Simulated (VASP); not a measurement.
Here is a VASP 6.6.1 calculation.

Contents of INCAR:

```
SYSTEM = BP
PREC = Accurate
ENCUT = 600
EDIFF = 1E-6
ISMEAR = -1
SIGMA = 0.02
LREAL = .False.
LASPH = .True.
NELM = 80
ALGO = Normal
ISIF = 3
LWAVE = .False.
LCHARG = .False.
GGA = PE
IBRION = 2
NSW = 80
EDIFFG = -0.01
```

KPOINTS

```
regular mesh
0
Gamma
  10 10 10
  0 0 0
```

POSCAR

```
BP
1.0
    0.0000000000      2.2690000000      2.2690000000
    2.2690000000      0.0000000000      2.2690000000
    2.2690000000      2.2690000000      0.0000000000
B P
1 1
Direct
    0.0000000000      0.0000000000      0.0000000000
    0.2500000000      0.2500000000      0.2500000000
```

Potentials or basis: VASP PAW PBE potentials, release 64 (B, P).

Launch:

```console
$ cat potpaw_PBE.64/B/POTCAR potpaw_PBE.64/P/POTCAR > POTCAR
$ mpirun -np 1 vasp_std > vasp.out
```

Q: Predict the space group after relaxing (to 0.05 Å).

A: F-43m (No. 216).

Q: Predict the band gap on the k mesh.

A: 1.25 eV, indirect (least direct gap 3.39 eV).

Q: What does it give for the relaxed cell?

A: a = 3.215 Å, b = 3.215 Å, c = 3.215 Å, α = 60.00°, β = 60.00°, γ = 60.00°.

Q: Predict the relaxed volume.

A: 11.75 Å³/atom.

Step by step:
| step | energy change (eV) | largest force (eV/Å) | pressure (GPa) | volume (Å³) |
| --- | --- | --- | --- | --- |
| 1 | 0.0000 | 0.0000 | 0.90 | 23.36 |
| 2 | -0.0002 | 0.0000 | -0.63 | 23.58 |
| 3 | -0.0004 | 0.0000 | 0.01 | 23.49 |

A k mesh can miss the band edges. PBE usually gives volumes a little too large and moduli too small.
